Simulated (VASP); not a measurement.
Runs of VASP 6.6.1 on NaSnI3. The structure is that of space group Pm-3m (No. 221), or close to it. The cells are those of the table. 

```tsv
task	level	cell	cutoff (eV)	gap on the mesh (eV)	pressure (GPa)	relaxed volume (Å³/atom)
relaxation of cell and atoms	r2SCAN+rVV10	relaxed from a = 6.106 Å, 5 atoms	600	(b)	0.0	46.67
single point	PBEsol	a = 6.106 Å, 5 atoms	520	-	0.0	-
relaxation of cell and atoms	PBEsol	relaxed from a = 5.640 Å, 5 atoms	600	-	0.0	(a)
single point	r2SCAN+rVV10	a = 6.149 Å, 5 atoms	520	0.27	0.1	-
```

Alike in all rows: potentials or basis VASP PAW PBE potentials, release 64 (Na_pv, Sn_d, I); no spin polarisation; k mesh 4 × 4 × 4; smearing fermi-dirac 0.03 eV.

**Question.** Estimate the missing entries.

**Answer.** (a) 45.67; (b) 0.29.

Caveats: the PAW data sets were made with another functional, which shifts forces and pressure a little; spin-orbit coupling is left out, which moves the levels of the heavy elements; the volume moved by over 15 % at a fixed basis, so the end points are rough (at least some runs).

A k mesh can miss the band edges, and the runs leave out spin-orbit coupling on I, Sn.
